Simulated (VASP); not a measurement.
# Sb (R-3m) in VASP: vibrations by perturbation theory with PBEsol

Aim: the vibrations by perturbation theory of Sb with PBEsol.

Program: VASP 6.6.1. These are calculated values, not measurements. Logs are shortened: lines on timing, memory, paths and dates and some standing lists are left out, and cuts for length are marked.

## 1. The cell of the first run

It takes space group R-3m (No. 166, trigonal). Conventional cell: a = 4.308 Å, b = 4.308 Å, c = 11.274 Å, α = 90.00°, β = 90.00°, γ = 120.00°. Sb (site symmetry 3m) has 6 Sb at 2.91 to 3.35 Å within 3.8 Å.

## 2. Vibrations by perturbation theory, PBEsol

The input, INCAR:

```
SYSTEM = Sb
  PREC = Accurate
  ENCUT = 520
  EDIFF = 1E-8
  ISMEAR = -1
  SIGMA = 0.05
  LREAL = .False.
  LASPH = .True.
  NELM = 80
  ALGO = Normal
  ISIF = 2
  LWAVE = .False.
  LCHARG = .False.
  GGA = PS
  IBRION = 8
  NSW = 1
```

The input, KPOINTS:

```
regular mesh
0
Gamma
  6 6 6
  0 0 0
```

The input, POSCAR:

```
Sb
1.0
    2.1542000000      1.2437279499      3.7580000000
   -2.1542000000      1.2437279499      3.7580000000
    0.0000000000     -2.4874558998      3.7580000000
Sb
2
Direct
    0.7665100000      0.7665100000      0.7665100000
    0.2334900000      0.2334900000      0.2334900000
```

Potentials or basis: VASP PAW PBE potentials, release 64 (Sb).

On the command line:

```sh
$ cat potpaw_PBE.64/Sb/POTCAR > POTCAR
$ mpirun -np 1 vasp_std > vasp.out
```

OUTCAR:

```text
SYSTEM = Sb
   PREC = Accurate
   ENCUT = 520
   EDIFF = 1E-8
   ISMEAR = -1
   LREAL = .False.
   LASPH = .True.
   NELM = 80
   ISIF = 2
   GGA = PS
   IBRION = 8
   NSW = 1

 ion  position               nearest neighbor table
   1  0.767  0.767  0.767-   2 2.91   2 2.91   2 2.91   2 3.35   2 3.35   2 3.35
   2  0.233  0.233  0.233-   1 2.91   1 2.91   1 2.91   1 3.35   1 3.35   1 3.35

  LATTYP: Found a trigonal (rhomboedric) cell.
 ALAT       =     4.5066618304
 COS(alpha) =     0.5430253624

  Lattice vectors:

 A1 = (   2.1542000000,   1.2437279499,   3.7580000000)
 A2 = (  -2.1542000000,   1.2437279499,   3.7580000000)
 A3 = (   0.0000000000,  -2.4874558998,   3.7580000000)

Analysis of symmetry for initial positions (statically):
=====================================================================
 Subroutine PRICEL returns:
 Original cell was already a primitive cell.

 Routine SETGRP: Setting up the symmetry group for a
 trigonal (rhombohedral) supercell.

 Subroutine GETGRP returns: Found 12 space group operations
 (whereof 12 operations were pure point group operations)
 out of a pool of 12 trial point group operations.

The static configuration has the point symmetry D_3d.

Analysis of symmetry for dynamics (positions and initial velocities):
=====================================================================
 Subroutine PRICEL returns:
 Original cell was already a primitive cell.

 Routine SETGRP: Setting up the symmetry group for a
 trigonal (rhombohedral) supercell.

 Subroutine GETGRP returns: Found 12 space group operations
 (whereof 12 operations were pure point group operations)
 out of a pool of 12 trial point group operations.

The dynamic configuration has the point symmetry D_3d.

 Subroutine INISYM returns: Found 12 space group operations
 (whereof 12 operations are pure point group operations),
 and found     1 'primitive' translations

[... 455 lines left out ...]
      direct lattice vectors                 reciprocal lattice vectors
     2.154200000  1.243727950  3.758000000     0.232104726  0.134005726  0.088699663
    -2.154200000  1.243727950  3.758000000    -0.232104726  0.134005726  0.088699663
     0.000000000 -2.487455900  3.758000000     0.000000000 -0.268011452  0.088699663

 POSITION                                       TOTAL-FORCE (eV/Angst)
 -----------------------------------------------------------------------------------
      0.00000      0.00000      8.64163         0.000000     -0.000000     -0.070052
      0.00000      0.00000      2.63237         0.000000      0.000000      0.070052
 -----------------------------------------------------------------------------------
    total drift:                                0.000000     -0.000000     -0.000000

  FREE ENERGIE OF THE ION-ELECTRON SYSTEM (eV)
  ---------------------------------------------------
  free  energy   TOTEN  =        -9.1312002885 eV

  energy  without entropy=       -9.1284774698  energy(sigma->0) =       -9.12983888

[... ionic steps 2 to 3 ...]

--------------------------------------- Ionic step        4  -------------------------------------------

------------------------ aborting loop because EDIFF is reached ----------------------------------------

[... ionic steps 5 to 5 ...]

--------------------------------------- Ionic step        6  -------------------------------------------

 Free energy of the ion-electron system (eV)
  ---------------------------------------------------
  ---------------------------------------------------
  free energy    TOTEN  =        -0.02492889 eV

  energy without entropy =       -0.02493444

------------------------ aborting loop because EDIFF is reached ----------------------------------------

 INTERNAL STRAIN TENSOR  FOR ION    1  DIRECTION 3   (eV/Angst):
 -----------------------------------------------------------------------------
     5.19860  0.00000  0.00000
     0.00000  5.19860  0.00000
     0.00000  0.00000  5.95010

 INTERNAL STRAIN TENSOR FOR ION    2 for displacements in x,y,z  (eV/Angst):
          X           Y           Z          XY          YZ          ZX
  --------------------------------------------------------------------------------
  x    -0.00000    -0.00000    -0.00000     1.78322     0.00000    -4.15978
  y     1.78322    -1.78322     0.00000    -0.00000    -4.21689     0.00000
  z    -5.19860    -5.19860    -5.95010     0.00000     0.00000     0.00000

 SECOND DERIVATIVES (NOT SYMMETRIZED)
 ------------------------------------
               1X          1Y          1Z          2X          2Y          2Z
  1X    -2.636694    0.000000   -0.000000    2.636694    0.000000    0.000000
  1Y    -0.000000   -2.636694    0.000000    0.000000    2.636694   -0.000000
  1Z     0.000000    0.000000   -5.115263    0.000000    0.000000    5.115263
  2X     2.636694    0.000000    0.000000   -2.636694    0.000000   -0.000000
  2Y     0.000000    2.636694   -0.000000   -0.000000   -2.636694    0.000000
  2Z     0.000000    0.000000    5.115263    0.000000    0.000000   -5.115263

 Eigenvectors and eigenvalues of the dynamical matrix
 ----------------------------------------------------

   1 f  =    4.531742 THz    28.473777 2PiTHz  151.162655 cm-1    18.741772 meV
             X         Y         Z           dx          dy          dz
      0.000000  0.000000  8.641634    -0.000000   -0.000000   -0.707107
      0.000000  0.000000  2.632366     0.000000    0.000000    0.707107
[... 16 lines left out ...]
   5 f  =    0.000000 THz     0.000000 2PiTHz    0.000000 cm-1     0.000000 meV
             X         Y         Z           dx          dy          dz
      0.000000  0.000000  8.641634    -0.533998    0.044159   -0.461407
      0.000000  0.000000  2.632366    -0.533998    0.044159   -0.461407

   6 f/i=    0.000000 THz     0.000000 2PiTHz    0.000001 cm-1     0.000000 meV
             X         Y         Z           dx          dy          dz
      0.000000  0.000000  8.641634     0.374027   -0.374692   -0.468732
      0.000000  0.000000  2.632366     0.374027   -0.374692   -0.468732

--------------------------------------------------------------------------------------------------------

 ELASTIC MODULI CONTR FROM IONIC RELAXATION (kBar)
 Direction    XX          YY          ZZ          XY          YZ          ZX
 --------------------------------------------------------------------------------
 XX        -172.1032   -108.1340   -160.3740      0.0000     75.6360     -0.0000
 YY        -108.1340   -172.1032   -160.3740     -0.0000    -75.6360     -0.0000
 ZZ        -160.3740   -160.3740   -183.5575      0.0000      0.0000     -0.0000
 XY           0.0000     -0.0000      0.0000    -31.9846     -0.0000     74.6117
 YZ          75.6360    -75.6360      0.0000     -0.0000   -178.8612     -0.0000
 ZX          -0.0000     -0.0000     -0.0000     74.6117     -0.0000   -174.0493
 --------------------------------------------------------------------------------
```

OSZICAR:

```text
N       E                     dE             d eps       ncg     rms          rms(c)
DAV:   1     0.390047188033E+02    0.39005E+02   -0.36939E+03   576   0.871E+02
DAV:   2    -0.739908499125E+01   -0.46404E+02   -0.45731E+02   828   0.125E+02
DAV:   3    -0.913324446950E+01   -0.17342E+01   -0.17263E+01   692   0.299E+01
[... 34 lines left out ...]
RMM:   4    -0.249184265494E-01    0.88952E-04   -0.32198E-05   893   0.326E-02    0.753E-03
RMM:   5    -0.249269204968E-01   -0.84939E-05   -0.68988E-07   932   0.668E-03    0.280E-03
RMM:   6    -0.249297686656E-01   -0.28482E-05   -0.37249E-08   916   0.149E-03    0.736E-04
RMM:   7    -0.249288332804E-01    0.93539E-06   -0.12824E-08   944   0.444E-04    0.271E-04
RMM:   8    -0.249288811870E-01   -0.47907E-07   -0.24206E-09   951   0.908E-05    0.262E-05
RMM:   9    -0.249288897638E-01   -0.85768E-08   -0.22003E-10   958   0.232E-05    0.662E-06
 Linear response finished
```

stdout:

```text
POSCAR found type information on POSCAR Sb
 POSCAR found :  1 types and       2 ions
 scaLAPACK will be used
 -----------------------------------------------------------------------------
|                                                                             |
|                                                                             |
|     You enforced a specific xc type in the INCAR file but a different       |
|     I HOPE YOU KNOW WHAT YOU ARE DOING!                                     |
|                                                                             |
 -----------------------------------------------------------------------------

 LDA part: xc-table for (Slater+PW92), standard interpolation
 POSCAR, INCAR and KPOINTS ok, starting setup
 FFT: planning ... GRIDC
 FFT: planning ... GRID_SOFT
 FFT: planning ... GRID
 WAVECAR not read
 entering main loop
 Linear response reoptimize wavefunctions to high precision
 Linear response DOF=           2
 Linear response progress:
 first order change of Fermi-energy  -0.57027E-04
 force on displaced ion       1 direction 1 :  -2.636   0.001  -0.000
 Linear response progress:
 first order change of Fermi-energy   0.45587E+00
 force on displaced ion       1 direction 3 :   0.000  -0.000  -5.115
 Linear response finished
```

Run time: 64 s. Hardware: 1 thread of Intel Xeon 6975P-C (Granite Rapids), shared host; peak memory 0.31 GiB.

What came out:

- Highest phonon frequency at Γ: 151 cm⁻¹

Phonon frequencies in cm⁻¹ (negative: imaginary):
| q point | frequencies |
| --- | --- |
| (0.000, 0.000, 0.000) | 0 0 0 109 109 151 |

Caveat: spin-orbit coupling is left out, which moves the levels of the heavy elements.
